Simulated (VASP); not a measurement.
# LiCl (Fm-3m) in VASP: notebook

LiCl is run at these levels: PBE; tasks: single point.

Program: VASP 6.6.1. These are calculated values, not measurements. Logs are shortened: lines on timing, memory, paths and dates and some standing lists are left out, and cuts for length are marked.

## 1. The cell of the first run

Symmetry: Fm-3m, No. 225, cubic system. Conventional cell: a = 5.098 Å, b = 5.098 Å, c = 5.098 Å, α = 90.00°, β = 90.00°, γ = 90.00°. Li (site symmetry m-3m) has 6 Cl at 2.55 Å within 3.4 Å. Within 3.4 Å of Cl (site symmetry m-3m) lie 6 Li at 2.55 Å.

## 2. Single point, PBE (volume scaled by 0.97)

The input, INCAR:

```
PREC = Accurate
ENCUT = 520
EDIFF = 1E-6
ISMEAR = 0
SIGMA = 0.02
LREAL = False
LASPH = True
NELM = 100
ALGO = Normal
ISIF = 2
LWAVE = False
LCHARG = False
GGA = PE
NBANDS = 12
```

The input, KPOINTS:

```
regular mesh
0
Gamma
  8 8 8
```

The input, POSCAR:

```
LiCl
1.0
    0.0000000000      2.5491226300      2.5491226300
    2.5491226300      0.0000000000      2.5491226300
    2.5491226300      2.5491226300      0.0000000000
Li Cl
1 1
Direct
    0.0000000000      0.0000000000      0.0000000000
    0.5000000000      0.5000000000      0.5000000000
```

Potentials or basis: VASP PAW PBE potentials, release 64 (Li_sv, Cl).

Launch:

```console
cat potpaw_PBE.64/Li_sv/POTCAR potpaw_PBE.64/Cl/POTCAR > POTCAR
mpirun -np 1 vasp_std > vasp.out
```

OUTCAR:

```text
PREC = Accurate
   ENCUT = 520
   EDIFF = 1E-6
   ISMEAR = 0
   LREAL = False
   LASPH = True
   NELM = 100
   ISIF = 2
   GGA = PE

 ion  position               nearest neighbor table
   1  0.000  0.000  0.000-   2 2.55   2 2.55   2 2.55   2 2.55   2 2.55   2 2.55
   2  0.500  0.500  0.500-   1 2.55   1 2.55   1 2.55   1 2.55   1 2.55   1 2.55

  LATTYP: Found a face centered cubic cell.
 ALAT       =     5.0982452600

  Lattice vectors:

 A1 = (   0.0000000000,   2.5491226300,   2.5491226300)
 A2 = (   2.5491226300,   0.0000000000,   2.5491226300)
 A3 = (   2.5491226300,   2.5491226300,   0.0000000000)

Analysis of symmetry for initial positions (statically):
=====================================================================
 Subroutine PRICEL returns:
 Original cell was already a primitive cell.

 Routine SETGRP: Setting up the symmetry group for a
 face centered cubic supercell.

 Subroutine GETGRP returns: Found 48 space group operations
 (whereof 48 operations were pure point group operations)
 out of a pool of 48 trial point group operations.

The static configuration has the point symmetry O_h .

Analysis of symmetry for dynamics (positions and initial velocities):
=====================================================================
 Subroutine PRICEL returns:
 Original cell was already a primitive cell.

 Routine SETGRP: Setting up the symmetry group for a
 face centered cubic supercell.

 Subroutine GETGRP returns: Found 48 space group operations
 (whereof 48 operations were pure point group operations)
 out of a pool of 48 trial point group operations.

The dynamic configuration has the point symmetry O_h .

 Subroutine INISYM returns: Found 48 space group operations
 (whereof 48 operations are pure point group operations),
 and found     1 'primitive' translations

----------------------------------------------------------------------------------------

                                     Primitive cell

  volume of cell :      33.1285

  direct lattice vectors                    reciprocal lattice vectors
     0.000000000  2.549122630  2.549122630    -0.196145919  0.196145919  0.196145919
     2.549122630  0.000000000  2.549122630     0.196145919 -0.196145919  0.196145919
     2.549122630  2.549122630  0.000000000     0.196145919  0.196145919 -0.196145919

  length of vectors
     3.605003795  3.605003795  3.605003795     0.339734697  0.339734697  0.339734697

  position of ions in fractional coordinates (direct lattice)
     0.000000000  0.000000000  0.000000000
     0.500000000  0.500000000  0.500000000

  ion indices of the primitive-cell ions
   primitive index   ion index
                 1           1
                 2           2

----------------------------------------------------------------------------------------

 KPOINTS: regular mesh

Automatic generation of k-mesh.
 Grid dimensions read from file:
 generate k-points for:    8    8    8

 Generating k-lattice:

  Cartesian coordinates                     Fractional coordinates (reciprocal lattice)
    -0.024518240  0.024518240  0.024518240     0.125000000  0.000000000  0.000000000
     0.024518240 -0.024518240  0.024518240     0.000000000  0.125000000  0.000000000
     0.024518240  0.024518240 -0.024518240     0.000000000  0.000000000  0.125000000

  Length of vectors
     0.042466837  0.042466837  0.042466837

  Shift w.r.t. Gamma in fractional coordinates (k-lattice)
     0.000000000  0.000000000  0.000000000

 Subroutine IBZKPT returns following result:
 ===========================================

 Found     29 irreducible k-points:

 Following reciprocal coordinates:
            Coordinates               Weight
  0.000000  0.000000  0.000000      1.000000
  0.125000  0.000000  0.000000      8.000000
  0.250000  0.000000  0.000000      8.000000
  0.375000  0.000000  0.000000      8.000000
  0.500000  0.000000  0.000000      4.000000
  0.125000  0.125000  0.000000      6.000000
[... 16 lines left out ...]
  0.500000  0.250000  0.125000     48.000000
 -0.375000  0.250000  0.125000     24.000000
 [... further k-points ...]
   k-points           NKPTS =     29   k-points in BZ     NKDIM =     29   number of bands    NBANDS=     12
   number of dos      NEDOS =    301   number of ions     NIONS =      2
   total plane-waves  NPLWV =  21952
   dimension x,y,z NGX =    28 NGY =   28 NGZ =   28
   dimension x,y,z NGXF=    56 NGYF=   56 NGZF=   56
   ions per type =               1   1
   NGX,Y,Z   is equivalent  to a cutoff of  12.91, 12.91, 12.91 a.u.
   NGXF,Y,Z  is equivalent  to a cutoff of  25.82, 25.82, 25.82 a.u.
 SYSTEM =  unknown system
   PREC   = accura    normal or accurate (medium, high low for compatibility)
   ISTART =      0    job   : 0-new  1-cont  2-samecut
   ICHARG =      2    charge: 1-file 2-atom 10-const
   ISPIN  =      1    spin polarized calculation?
   LNONCOLLINEAR =      F non collinear calculations
   LSORBIT =      F    spin-orbit coupling
[... 62 lines left out ...]
      3       0.7187      2.00000
      4       0.7187      2.00000
      5       0.7187      2.00000
      6       7.1662      0.00000
      7      12.6722      0.00000
      8      12.6722      0.00000
      9      12.6722      0.00000
     10      15.3586      0.00000
     11      15.3587      0.00000
     12      15.3870      0.00000

 k-point     2 :       0.1250    0.0000    0.0000
  band No.  band energies     occupation
      1     -42.7719      2.00000
      2     -12.6648      2.00000
      3       0.1800      2.00000
      4       0.6762      2.00000
      5       0.6762      2.00000
      6       7.6265      0.00000
      7      11.8979      0.00000
      8      12.5844      0.00000
      9      12.5844      0.00000
     10      13.8649      0.00000
     11      13.8649      0.00000
     12      15.8211      0.00000

 k-point     3 :       0.2500    0.0000    0.0000
  band No.  band energies     occupation
      1     -42.7708      2.00000
      2     -12.4644      2.00000
      3      -0.9001      2.00000
      4       0.5795      2.00000
      5       0.5795      2.00000
      6       8.0136      0.00000
      7      11.4365      0.00000
      8      11.4366      0.00000
      9      11.7854      0.00000
     10      14.7174      0.00000
     11      14.7174      0.00000
     12      16.3981      0.00000

 k-point     4 :       0.3750    0.0000    0.0000
  band No.  band energies     occupation
      1     -42.7698      2.00000
      2     -12.2461      2.00000
      3      -1.8159      2.00000
      4       0.4900      2.00000
      5       0.4900      2.00000
      6       7.6944      0.00000
      7      10.5384      0.00000
      8      10.5384      0.00000
      9      13.0496      0.00000
     10      16.5116      0.00000
     11      16.5116      0.00000
     12      17.0793      0.00000

 k-point     5 :       0.5000    0.0000    0.0000
  band No.  band energies     occupation
      1     -42.7693      2.00000
      2     -12.1494      2.00000
      3      -2.1676      2.00000
      4       0.4548      2.00000
      5       0.4548      2.00000
      6       7.4968      0.00000
      7      10.2278      0.00000
      8      10.2279      0.00000
      9      13.8878      0.00000
     10      17.7516      0.00000
     11      17.9367      0.00000
     12      17.9367      0.00000
[... 228 lines left out ...]
      1     -42.7685      2.00000
      2     -11.8918      2.00000
      3      -2.2579      2.00000
      4      -0.4162      2.00000
      5      -0.4162      2.00000
      6       8.6475      0.00000
      7       8.9840      0.00000
      8      13.3153      0.00000
      9      14.9788      0.00000
     10      14.9788      0.00000
     11      17.8219      0.00000
     12      19.4226      0.00000

 k-point    22 :       0.3750    0.2500    0.1250
  band No.  band energies     occupation
      1     -42.7701      2.00000
      2     -12.2998      2.00000
      3      -1.1125      2.00000
      4      -0.1714      2.00000
      5       0.3732      2.00000
      6       9.2627      0.00000
      7      10.4178      0.00000
      8      10.5318      0.00000
      9      12.4830      0.00000
     10      13.8914      0.00000
     11      17.2752      0.00000
     12      17.9231      0.00000

 k-point    23 :       0.5000    0.2500    0.1250
  band No.  band energies     occupation
      1     -42.7692      2.00000
      2     -12.1114      2.00000
      3      -1.6543      2.00000
      4      -0.5275      2.00000
      5       0.2132      2.00000
      6       9.1626      0.00000
      7      10.1271      0.00000
      8      11.1303      0.00000
      9      12.1988      0.00000
     10      15.2257      0.00000
     11      18.3189      0.00000
     12      18.7320      0.00000

 k-point    24 :      -0.3750    0.2500    0.1250
  band No.  band energies     occupation
      1     -42.7688      2.00000
      2     -12.0289      2.00000
      3      -1.8933      2.00000
      4      -0.6256      2.00000
      5       0.1223      2.00000
      6       8.9724      0.00000
      7      10.0748      0.00000
      8      11.3102      0.00000
      9      12.5985      0.00000
     10      16.3410      0.00000
     11      16.9726      0.00000
     12      19.0192      0.00000

 [... further k-points ...]
[... 5 lines left out ...]
  --------------------------------------------------------------------------------------
  -------------------------------------------------------------------------------------
  Total        0.1936179      0.1936179      0.1936179      0.0000000      0.0000000      0.0000000
  in kB        9.3638376      9.3638376      9.3638376      0.0000000      0.0000000      0.0000000
  external PRESSURE =       9.3638376 kB  Pullay stress =       0.0000000 kB

 VOLUME and BASIS-vectors are now :
 -----------------------------------------------------------------------------
  energy-cutoff  :      520.00
  volume of cell :       33.13
      direct lattice vectors                 reciprocal lattice vectors
     0.000000000  2.549122630  2.549122630    -0.196145919  0.196145919  0.196145919
     2.549122630  0.000000000  2.549122630     0.196145919 -0.196145919  0.196145919
     2.549122630  2.549122630  0.000000000     0.196145919  0.196145919 -0.196145919

 POSITION                                       TOTAL-FORCE (eV/Angst)
 -----------------------------------------------------------------------------------
      0.00000      0.00000      0.00000         0.000000      0.000000     -0.000000
      2.54912      2.54912      2.54912        -0.000000     -0.000000      0.000000
 -----------------------------------------------------------------------------------
    total drift:                                0.000000      0.000000      0.000000

  FREE ENERGIE OF THE ION-ELECTRON SYSTEM (eV)
  ---------------------------------------------------
  free  energy   TOTEN  =        -7.3831094801 eV

  energy  without entropy=       -7.3831094801  energy(sigma->0) =       -7.38310948
```

Run time: 12 s. Hardware: 1 thread of AMD EPYC 7R13 (Zen 3), shared host; peak memory 0.12 GiB.

What came out:

* Free energy: -7.3831 eV
* Band gap on the k mesh: 6.45 eV, direct

Caveat: the cell differs from its parent crystal (volume scaled by 0.97); the cutoff is under 1.25 times the usual one of these potentials, so pressure, stress and relaxed cells hold a basis-set (Pulay) error.

## 3. Single point, PBE (volume scaled by 0.94)

The input, INCAR:

```
SYSTEM = LiCl
PREC     = Accurate       ! precision mode
ENCUT    = 520            ! plane-wave cutoff, eV
EDIFF    = 1E-6           ! SCF threshold, eV
ISMEAR   = 0              ! smearing method
SIGMA    = 0.02           ! smearing width, eV
LREAL    = .False.        ! projectors in reciprocal space
LASPH    = .True.         ! aspherical terms in the spheres
NELM     = 80             ! most SCF steps
ALGO     = Normal         ! electronic algorithm
ISIF     = 2              ! what is computed and relaxed
LWAVE    = .False.        ! write WAVECAR
LCHARG   = .False.        ! write CHGCAR
GGA      = PE             ! functional
NBANDS   = 12             ! bands
```

The input, KPOINTS:

```
regular mesh
0
Gamma
  8 8 8
  0 0 0
```

The input, POSCAR:

```
LiCl
1.0
    0.0000000000      2.5225673382      2.5225673382
    2.5225673382      0.0000000000      2.5225673382
    2.5225673382      2.5225673382      0.0000000000
Li Cl
1 1
Direct
    0.0000000000      0.0000000000      0.0000000000
    0.5000000000      0.5000000000      0.5000000000
```

Potentials or basis: VASP PAW PBE potentials, release 64 (Li_sv, Cl).

Launch:

```console
cat potpaw_PBE.64/Li_sv/POTCAR potpaw_PBE.64/Cl/POTCAR > POTCAR
mpirun -np 1 vasp_std > vasp.out
```

Wall time 12 s (1 thread of AMD EPYC 7R13 (Zen 3), shared host); peak memory 0.12 GiB.

The run converged. Its results:

```yaml
Free_energy: -7.3728 eV
Band_gap_on_the_k_mesh: 6.64 eV, direct
```

Levels at points of the mesh, in eV from the valence-band top:
| k point | band 3 | band 4 | band 5 | band 6 | band 7 | band 8 |
| --- | --- | --- | --- | --- | --- | --- |
| (0.00, 0.00, 0.00) | 0.00 | 0.00 | 0.00 | 6.64 | 11.98 | 11.98 |
| (0.50, 0.00, 0.00) | -3.02 | -0.28 | -0.28 | 6.81 | 9.52 | 9.52 |
| (0.50, 0.50, 0.00) | -3.13 | -1.20 | -1.20 | 8.00 | 8.21 | 12.87 |

Caveat: the cell differs from its parent crystal (volume scaled by 0.94); the cutoff is under 1.25 times the usual one of these potentials, so pressure, stress and relaxed cells hold a basis-set (Pulay) error. A k mesh can miss the band edges.

## 4. Single point, PBE

This run uses another cell than the first one, of 17.08 Å³/atom, 1.031 times its volume.

The input, INCAR:

```
  PREC = Accurate
  ENCUT = 520
  EDIFF = 1E-6
  ISMEAR = 0
  SIGMA = 0.02
  LREAL = False
  LASPH = True
  NELM = 100
  ALGO = Normal
  ISIF = 2
  LWAVE = False
  LCHARG = False
  GGA = PE
  NBANDS = 12
```

The input, KPOINTS:

```
Automatic mesh
0
Gamma
  8 8 8
```

The input, POSCAR:

```
LiCl
1.0
    0.0000000000      2.5751358821      2.5751358821
    2.5751358821      0.0000000000      2.5751358821
    2.5751358821      2.5751358821      0.0000000000
Li Cl
1 1
Direct
    0.0000000000      0.0000000000      0.0000000000
    0.5000000000      0.5000000000      0.5000000000
```

Launch:

```console
cat potpaw_PBE.64/Li_sv/POTCAR potpaw_PBE.64/Cl/POTCAR > POTCAR
mpirun -np 1 vasp_std > vasp.out
```

It took 9.3 s on 1 thread of AMD EPYC 7R13 (Zen 3), shared host; peak memory 0.12 GiB.

The run converged. Its results:

- Free energy: -7.3862 eV
- Band gap on the k mesh: 6.27 eV, direct

Levels at points of the mesh, in eV from the valence-band top:
```
           k point  band 3  band 4  band 5  band 6  band 7  band 8
(0.00, 0.00, 0.00)    0.00    0.00    0.00    6.27   11.93   11.93
(0.50, 0.00, 0.00)   -2.76   -0.25   -0.25    6.75    9.49    9.49
(0.50, 0.50, 0.00)   -2.84   -1.08   -1.08    7.86    8.31   12.34
```

Caveat: the cutoff is under 1.25 times the usual one of these potentials, so pressure, stress and relaxed cells hold a basis-set (Pulay) error.

## 5. Single point, PBE

This run uses another cell than the first one, of 17.08 Å³/atom, 1.031 times its volume.

The input, INCAR:

```
SYSTEM = LiCl
PREC = Accurate
ENCUT = 520
EDIFF = 1E-6
ISMEAR = 0
SIGMA = 0.02
LREAL = .FALSE.
LASPH = .TRUE.
NELM = 60
ALGO = Normal
ISIF = 2
LWAVE = .FALSE.
LCHARG = .FALSE.
GGA = PE
NBANDS = 12
```

The input, KPOINTS:

```
Automatic mesh
0
G
  8 8 8
  0 0 0
```

POSCAR is that of step 4.

Launch:

```console
cat potpaw_PBE.64/Li_sv/POTCAR potpaw_PBE.64/Cl/POTCAR > POTCAR
mpirun -np 1 vasp_std > vasp.out
```

It took 9.3 s on 1 thread of AMD EPYC 7R13 (Zen 3), shared host; peak memory 0.12 GiB.

It converged, with:

```
Free energy            : -7.3862 eV
Band gap on the k mesh : 6.27 eV, direct
```

Levels at points of the mesh, in eV from the valence-band top:
```csv
k point,band 3,band 4,band 5,band 6,band 7,band 8
"(0.00, 0.00, 0.00)",0.00,0.00,0.00,6.27,11.93,11.93
"(0.50, 0.00, 0.00)",-2.76,-0.25,-0.25,6.75,9.49,9.49
"(0.50, 0.50, 0.00)",-2.84,-1.08,-1.08,7.86,8.31,12.34
```

Caveat: the cutoff is under 1.25 times the usual one of these potentials, so pressure, stress and relaxed cells hold a basis-set (Pulay) error.

## 6. Single point, PBE (volume scaled by 1.03)

The input, INCAR:

```
SYSTEM = LiCl
ALGO = Normal
EDIFF = 1E-6
ENCUT = 520
GGA = PE
ISIF = 2
ISMEAR = 0
LASPH = .True.
LCHARG = .False.
LREAL = .False.
LWAVE = .False.
NBANDS = 12
NELM = 100
PREC = Accurate
SIGMA = 0.02
```

The input, KPOINTS:

```
k-points
0
Gamma
  8 8 8
  0 0 0
```

The input, POSCAR:

```
LiCl
1.0
    0.0000000000      2.6006339353      2.6006339353
    2.6006339353      0.0000000000      2.6006339353
    2.6006339353      2.6006339353      0.0000000000
Li Cl
1 1
Direct
    0.0000000000      0.0000000000      0.0000000000
    0.5000000000      0.5000000000      0.5000000000
```

Potentials or basis: VASP PAW PBE potentials, release 64 (Li_sv, Cl).

Launch:

```console
cat potpaw_PBE.64/Li_sv/POTCAR potpaw_PBE.64/Cl/POTCAR > POTCAR
mpirun -np 1 vasp_std > vasp.out
```

Run time: 10 s. Hardware: 1 thread of AMD EPYC 7R13 (Zen 3), shared host; peak memory 0.12 GiB.

Results (log left out):

* Free energy: -7.3833 eV
* Band gap on the k mesh: 6.11 eV, direct

Levels at points of the mesh, in eV from the valence-band top:
```csv
k point,band 2,band 3,band 4,band 5,band 6,band 7,band 8,band 9
"(0.00, 0.00, 0.00)",-13.26,0.00,0.00,0.00,6.11,11.90,11.90,11.90
"(0.50, 0.00, 0.00)",-12.74,-2.65,-0.24,-0.24,6.71,9.48,9.48,12.55
"(0.50, 0.50, 0.00)",-12.52,-2.71,-1.03,-1.03,7.79,8.35,12.09,13.80
```

Caveat: the cell differs from its parent crystal (volume scaled by 1.03); the cutoff is under 1.25 times the usual one of these potentials, so pressure, stress and relaxed cells hold a basis-set (Pulay) error. A k mesh can miss the band edges.

## 7. The runs side by side

| cell | gap on the mesh (eV) |
| --- | --- |
| a = 3.605 Å, angles 60.0°, 2 atoms | 6.45 |
| a = 3.567 Å, angles 60.0°, 2 atoms | 6.64 |
| a = 3.642 Å, angles 60.0°, 2 atoms | 6.27 |
| a = 3.678 Å, angles 60.0°, 2 atoms | 6.11 |

Alike in all rows: task single point; level PBE; potentials or basis VASP PAW PBE potentials, release 64 (Li_sv, Cl); no spin polarisation; k mesh 8 × 8 × 8; cutoff (eV) 520; smearing gaussian 0.02 eV.

Caveats: the cutoff is under 1.25 times the usual one of these potentials, so pressure, stress and relaxed cells hold a basis-set (Pulay) error.

Absolute energies hang on the potentials; compare differences alone.
